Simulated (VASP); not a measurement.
Runs of VASP 6.6.1 on SiO. The structure is that of space group F-43m (No. 216), or close to it. The cells are those of the table. 

```tsv
level	cell	k mesh	grid for exact exchange (PRECFOCK)	screening parameter	gap on the mesh (eV)	pressure (GPa)
PBE	a = 3.395 Å, angles 60.0°, 2 atoms	9 × 9 × 9	-	-	none	2.7
PBE	a = 3.442 Å, angles 60.0°, 2 atoms	9 × 9 × 9	-	-	none	(a)
PBE	a = 3.464 Å, angles 60.0°, 2 atoms	9 × 9 × 9	-	-	none	-1.2
HSE06	a = 3.442 Å, angles 60.0°, 2 atoms	5 × 5 × 5	Normal	0.2079 1/Å	0.28	-1.2
B3LYP	a = 3.442 Å, angles 60.0°, 2 atoms	5 × 5 × 5	Normal	-	0.79	(b)
```

Alike in all rows: task single point; potentials or basis VASP PAW PBE potentials, release 64 (Si, O); no spin polarisation; cutoff (eV) 520; smearing fermi-dirac 0.05 eV.

Fill in the values left out.

(a) 0.0; (b) 5.8.

Caveats: some runs use coarse meshes; the PAW data sets were made with another functional, which shifts forces and pressure a little (some runs).

A k mesh can miss the band edges.

A gap of «none» marks levels without a gap at the run's occupations.
